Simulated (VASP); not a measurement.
Write the native input for VASP 6.6.1 that does the following.

* Task: single point
* Functional: PBE
* Potentials or basis: VASP PAW PBE potentials, release 64 (Sc_sv, Ga_d, S)
* Cutoff: 520 eV
* k mesh: 8 × 8 × 4
* Occupations: gaussian, width 0.1 eV
* Spin: no spin polarisation
* Dipole correction: no
* Further INCAR settings: ALGO = Normal; EDIFF = 1e-07; NBANDS = 49

The structure of Sc2Ga4S lies in POSCAR:

```
Sc2Ga4S
1.0
    3.8469379581      0.0000000000      0.0000000000
    0.0000000000      3.8469379581      0.0000000000
    0.0000000000      0.0000000000      9.0226777957
Sc Ga S
2 4 1
Direct
    0.0000000000      0.0000000000      0.5000000000
    0.0000000000      0.0000000000      0.0000000000
    0.0000000000      0.5000000000      0.7290194189
    0.5000000000      0.0000000000      0.7290194189
    0.0000000000      0.5000000000      0.2709805811
    0.5000000000      0.0000000000      0.2709805811
    0.5000000000      0.5000000000      0.0000000000
```

This cell differs from its parent crystal: atoms taken out.

One way to write it, as run:

INCAR

```
PREC = Accurate
ENCUT = 520
EDIFF = 1E-7
ISMEAR = 0
SIGMA = 0.1
LREAL = F
LASPH = T
NELM = 80
ALGO = Normal
ISIF = 2
LWAVE = F
LCHARG = F
GGA = PE
NBANDS = 49
```

KPOINTS

```
Automatic mesh
0
Gamma
  8 8 4
```

Potentials or basis: VASP PAW PBE potentials, release 64 (Sc_sv, Ga_d, S).

Launch:

```console
$ cat potpaw_PBE.64/Sc_sv/POTCAR potpaw_PBE.64/Ga_d/POTCAR potpaw_PBE.64/S/POTCAR > POTCAR
$ mpirun -np 1 vasp_std > vasp.out
```

It gave:

- Pressure: 0.1 GPa
- Band gap on the k mesh: zero (bands 40 and 41 overlap by 1.68 eV)

Caveat: the cell differs from its parent crystal (atoms taken out).

It took 10 min on 1 thread of Intel Xeon 8259CL (shared host), peak memory 0.37 GiB.
